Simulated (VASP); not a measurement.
# ZnO (Fm-3m) in VASP: single point with PBE+D3(BJ)

Aim: the single point of ZnO with PBE+D3(BJ).

Program: VASP 6.6.1. These are calculated values, not measurements. Logs are shortened: lines on timing, memory, paths and dates and some standing lists are left out, and cuts for length are marked.

## 1. The cell of the first run

The structure is cubic, space group Fm-3m (No. 225). The conventional cell has a = 4.339 Å, b = 4.339 Å, c = 4.339 Å, α = 90.00°, β = 90.00°, γ = 90.00°. Within 2.9 Å of Zn (site symmetry m-3m) lie 6 O at 2.17 Å. O (site symmetry m-3m) has 6 Zn at 2.17 Å within 2.9 Å.

## 2. Single point, PBE+D3(BJ)

File INCAR:

```
SYSTEM = ZnO
PREC = Accurate ; ENCUT = 520
EDIFF = 1E-6 ; ISMEAR = 0
SIGMA = 0.1 ; LREAL = Auto
LASPH = .True. ; NELM = 60
ALGO = Normal ; ISIF = 2
LWAVE = .False. ; LCHARG = .True.
GGA = PE ; IVDW = 12
LELF = .True. ; LVHAR = .True.
NBANDS = 86 ; ISYM = 0
```

File KPOINTS:

```
Automatic mesh
0
Gamma
  2 2 2
  0.5 0.5 0.5
```

File POSCAR:

```
ZnO
1.0
    0.0000000000      4.3388840000     -4.3388840000
   -4.3388840000      0.0000000000     -4.3388840000
   -4.3388840000      4.3388840000      0.0000000000
Zn O
8 8
Direct
    0.5000000000      0.5000000000      0.0000000000
    0.0000000000      0.5000000000      0.0000000000
    0.5000000000      0.0000000000      0.0000000000
    0.0000000000      0.0000000000      0.0000000000
    0.5000000000      0.5000000000      0.5000000000
    0.0000000000      0.5000000000      0.5000000000
    0.5000000000      0.0000000000      0.5000000000
    0.0000000000      0.0000000000      0.5000000000
    0.7500000000      0.7500000000      0.2500000000
    0.2500000000      0.7500000000      0.2500000000
    0.7500000000      0.2500000000      0.2500000000
    0.2500000000      0.2500000000      0.2500000000
    0.7500000000      0.7500000000      0.7500000000
    0.2500000000      0.7500000000      0.7500000000
    0.7500000000      0.2500000000      0.7500000000
    0.2500000000      0.2500000000      0.7500000000
```

Potentials or basis: VASP PAW PBE potentials, release 64 (Zn, O).

Started as:

```bash
$ cat potpaw_PBE.64/Zn/POTCAR potpaw_PBE.64/O/POTCAR > POTCAR
$ mpirun -np 1 vasp_std > vasp.out
```

OUTCAR:

```text
SYSTEM = ZnO
   PREC = Accurate
   ENCUT = 520
   EDIFF = 1E-6
   ISMEAR = 0
   LREAL = Auto
   LASPH = .True.
   NELM = 60
   ISIF = 2
   GGA = PE
   IVDW = 12
   ISYM = 0
 IVDW          = 12

 ion  position               nearest neighbor table
   1  0.500  0.500  0.000-  10 2.17  11 2.17  12 2.17  13 2.17  14 2.17  15 2.17
   2  0.000  0.500  0.000-   9 2.17  11 2.17  12 2.17  13 2.17  14 2.17  16 2.17
   3  0.500  0.000  0.000-   9 2.17  10 2.17  12 2.17  13 2.17  15 2.17  16 2.17
   4  0.000  0.000  0.000-   9 2.17  10 2.17  11 2.17  14 2.17  15 2.17  16 2.17
   5  0.500  0.500  0.500-   9 2.17  10 2.17  11 2.17  14 2.17  15 2.17  16 2.17
   6  0.000  0.500  0.500-   9 2.17  10 2.17  12 2.17  13 2.17  15 2.17  16 2.17
[... 8 lines left out ...]
  15  0.750  0.250  0.750-   1 2.17   3 2.17   4 2.17   5 2.17   6 2.17   8 2.17
  16  0.250  0.250  0.750-   2 2.17   3 2.17   4 2.17   5 2.17   6 2.17   7 2.17

IMPORTANT INFORMATION: All symmetrisations will be switched off!
NOSYMM: (Re-)initialisation of all symmetry stuff for point group C_1.

----------------------------------------------------------------------------------------

                                     Primitive cell

  volume of cell :     163.3669

  direct lattice vectors                    reciprocal lattice vectors
     0.000000000  4.338884000 -4.338884000     0.115237006  0.115237006 -0.115237006
    -4.338884000  0.000000000 -4.338884000    -0.115237006 -0.115237006 -0.115237006
    -4.338884000  4.338884000  0.000000000    -0.115237006  0.115237006  0.115237006

  length of vectors
     6.136108598  6.136108598  6.136108598     0.199596349  0.199596349  0.199596349

  position of ions in fractional coordinates (direct lattice)
     0.500000000  0.500000000  0.000000000
     0.000000000  0.500000000  0.000000000
     0.500000000  0.000000000  0.000000000
     0.000000000  0.000000000  0.000000000
     0.500000000  0.500000000  0.500000000
     0.000000000  0.500000000  0.500000000
[... 8 lines left out ...]
     0.750000000  0.250000000  0.750000000
     0.250000000  0.250000000  0.750000000

  ion indices of the primitive-cell ions
   primitive index   ion index
                 1           1
                 2           2
                 3           3
                 4           4
                 5           5
                 6           6
[... 8 lines left out ...]
                15          15
                16          16

----------------------------------------------------------------------------------------

 KPOINTS: Automatic mesh

Automatic generation of k-mesh.
 Grid dimensions read from file:
 generate k-points for:    2    2    2

 Generating k-lattice:

[... 60 lines left out ...]
   POTIM  = 0.5000    time-step for ionic-motion
   TEBEG  =    0.0;   TEEND  =   0.0 temperature during run
   PSTRESS=    0.0 pullay stress
   NELECT =     144.0000    total number of electrons
   NUPDOWN=      -1.0000    fix difference up-down
   EMIN   =  10.00;   EMAX   =-10.00  energy-range for DOS
   EFERMI =   0.00;   METHOD = LEGACY
   ISMEAR =     0;   SIGMA  =   0.10  broadening in eV -4-tet -1-fermi 0-gaus
   EFERMI_NEDOS =   21; number of points for ismear=-14 and -15
   IALGO  =     38    algorithm
   IMIX   =      4    mixing-type and parameters
     AMIX     =   0.40;   BMIX     =  1.00
     AMIX_MAG =   1.60;   BMIX_MAG =  1.00
  volume/ion in A,a.u.               =      10.21        68.90
  Fermi-wavevector in a.u.,A,eV,Ry     =   1.569667  2.966241 33.522790  2.463856
  Thomas-Fermi vector in A             =   2.671516
   LORBIT       =      0    0 simple, 1 ext, 2 COOP (PROOUT), +10 PAW based schemes
   GGA     = PE    functional components
   LHFCALC =     F    Hartree Fock is set to
   AEXX    =    0.0000 exact exchange contribution
   IVDW    =    12    specifies the selected vdW correction
   LEPSILON=     F    determine dielectric tensor
   LRPA    =     F    only Hartree local field effects (RPA)
 non-spin polarized calculation
 Gauss-broadening in eV      SIGMA  =   0.10
  energy-cutoff  :      520.00
  volume of cell :      163.37
 maximum number of plane-waves:      4405
 NGX is ok and might be reduce to    48
   NGX = 23   NGY = 23   NGZ = 23

 number of electron     144.0000070 magnetization

 Free energy of the ion-electron system (eV)
  ---------------------------------------------------
  ext. energy  EPLUGINS =         0.00000000
  ---------------------------------------------------
  free energy    TOTEN  =       -69.06722481 eV

  energy without entropy =      -69.06722481  energy(sigma->0) =      -69.06722481

 E-fermi :   2.7241     XC(G=0): -12.0627

 val. band max:        2.2039001084   @ k =  -0.2500   0.2500   0.2500
 cond. band min:       4.3413665922   @ k =   0.2500   0.0000   0.0000
 fundamental gap:      2.1374664837
 Fermi energy:         2.7241144912

 k-point     1 :       0.2500    0.2500    0.2500
  band No.  band energies     occupation
      1     -15.7504      2.00000
      2     -14.8730      2.00000
      3     -14.6458      2.00000
      4     -14.6458      2.00000
      5     -14.6458      2.00000
      6     -14.5668      2.00000
[... 1381 lines left out ...]
     83      11.1968      0.00000
     84      11.7568      0.00000
 [bands above 84 left out]

------------------------ aborting loop because EDIFF is reached ----------------------------------------

 Edisp (eV)   -4.17122

 E8    (eV) :    -1.5650

  FORCE on cell =-STRESS in cart. coord.  units (eV):
  Direction    XX          YY          ZZ          XY          YZ          ZX
  --------------------------------------------------------------------------------------
  -------------------------------------------------------------------------------------
  Total      -4.37848    -4.37849    -4.37845    -0.00015    -0.00013     0.00016
  in kB     -42.94080   -42.94089   -42.94050    -0.00149    -0.00125     0.00161
  external pressure =      -42.94 kB  Pullay stress =        0.00 kB

 VOLUME and BASIS-vectors are now :
 -----------------------------------------------------------------------------
  energy-cutoff  :      520.00
  volume of cell :      163.37
      direct lattice vectors                 reciprocal lattice vectors
     0.000000000  4.338884000 -4.338884000     0.115237006  0.115237006 -0.115237006
    -4.338884000  0.000000000 -4.338884000    -0.115237006 -0.115237006 -0.115237006
    -4.338884000  4.338884000  0.000000000    -0.115237006  0.115237006  0.115237006

 POSITION                                       TOTAL-FORCE (eV/Angst)
 -----------------------------------------------------------------------------------
     -2.16944      2.16944     -4.33888         0.000009     -0.000012      0.000024
     -2.16944      0.00000     -2.16944        -0.000009      0.000024     -0.000016
      0.00000      2.16944     -2.16944        -0.000020      0.000005     -0.000007
      0.00000      0.00000      0.00000         0.000012     -0.000007      0.000008
     -4.33888      4.33888     -4.33888        -0.000013      0.000007     -0.000007
     -4.33888      2.16944     -2.16944         0.000022     -0.000009      0.000009
[... 8 lines left out ...]
     -4.33888      6.50833     -4.33888        -0.000026     -0.000106      0.000093
     -4.33888      4.33888     -2.16944        -0.000103      0.000097     -0.000107
 -----------------------------------------------------------------------------------
    total drift:                               -0.000008      0.000003     -0.000012

  FREE ENERGIE OF THE ION-ELECTRON SYSTEM (eV)
  ---------------------------------------------------
  free  energy   TOTEN  =       -73.2384404377 eV

  energy  without entropy=      -73.2384404377  energy(sigma->0) =      -73.23844044
```

stdout:

```text
POSCAR found type information on POSCAR ZnO
 POSCAR found :  2 types and      16 ions
 scaLAPACK will be used
 LDA part: xc-table for (Slater+PW92), standard interpolation
 POSCAR, INCAR and KPOINTS ok, starting setup
 FFT: planning ... GRIDC
 FFT: planning ... GRID_SOFT
 FFT: planning ... GRID
 WAVECAR not read
 entering main loop
```

It took 18 min on 1 thread of Intel Xeon 8259CL, shared host; peak memory 0.41 GiB.

What came out:

- Free energy: -73.2384 eV
- Pressure: -4.3 GPa
- Band gap on the k mesh: 2.14 eV
- Dispersion energy per atom: -0.261 eV

Caveat: the k points lie up to 0.63 Å⁻¹ apart; a shifted mesh leaves out Γ, where band edges can lie.
